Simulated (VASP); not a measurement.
Crystal: Na2H.

```
Na H
1.0
     0.00000    2.63122    3.16474
     2.38298    0.00000    3.16474
     2.38298    2.63122    0.00000
Na H
2 1
Direct
  0.51673 0.98327 0.98327
  0.98327 0.51673 0.51673
  0.00000 0.00000 0.00000
```

```yaml
Program: VASP 6.6.1
Task: relaxation of cell and atoms
Functional: PBE
Potentials_or_basis: VASP PAW PBE potentials, release 64 (Na_pv, H)
Cutoff: 600 eV
k_mesh: 6 × 6 × 6
Occupations: gaussian, width 0.1 eV
Spin: no spin polarisation
```

At the start: pressure 18.7 GPa; volume 13.23 Å³/atom.

Q: How do energy, volume and symmetry change on relaxing?

A: Over 11 steps the energy falls by 538.9 meV/atom and the volume is 25.92 Å³/atom (+95.9 %); space group Fmmm (No. 69, to 0.05 Å).

The path:
| step | energy change (eV) | largest force (eV/Å) | pressure (GPa) | volume (Å³) |
| --- | --- | --- | --- | --- |
| 1 | 0.0000 | 0.6206 | 18.68 | 39.69 |
| 2 | -0.9229 | 0.2856 | 8.10 | 49.15 |
| 3 | -1.3977 | 0.0731 | 1.84 | 62.24 |
| 4 | -1.3668 | 0.0936 | -1.81 | 94.36 |
| 5 | -1.4751 | 0.0603 | -0.90 | 78.72 |
| 6 | -1.4828 | 0.0432 | -0.51 | 74.77 |
| 7 | -1.5427 | 0.0330 | -0.31 | 74.40 |
| 8 | -1.6070 | 0.0099 | 0.72 | 72.69 |
| 9 | -1.6088 | 0.0124 | 0.56 | 72.95 |
| 10 | -1.6144 | 0.0101 | 0.30 | 74.86 |
| 11 | -1.6168 | 0.0083 | -0.08 | 77.76 |

Final structure:
```yaml
crystal:
  lattice:
    - [0.00000, 3.25614, 3.27623]
    - [3.64458, 0.00000, 3.27623]
    - [3.64458, 3.25614, 0.00000]
  atoms:
    - { symbol: Na, position: [0.49854, 0.00146, 0.00146] }
    - { symbol: Na, position: [0.00146, 0.49854, 0.49854] }
    - { symbol: H, position: [0.00000, 0.00000, 0.00000] }
```

Caveat: the volume moved by over 15 % at a fixed basis, so the end points are rough.
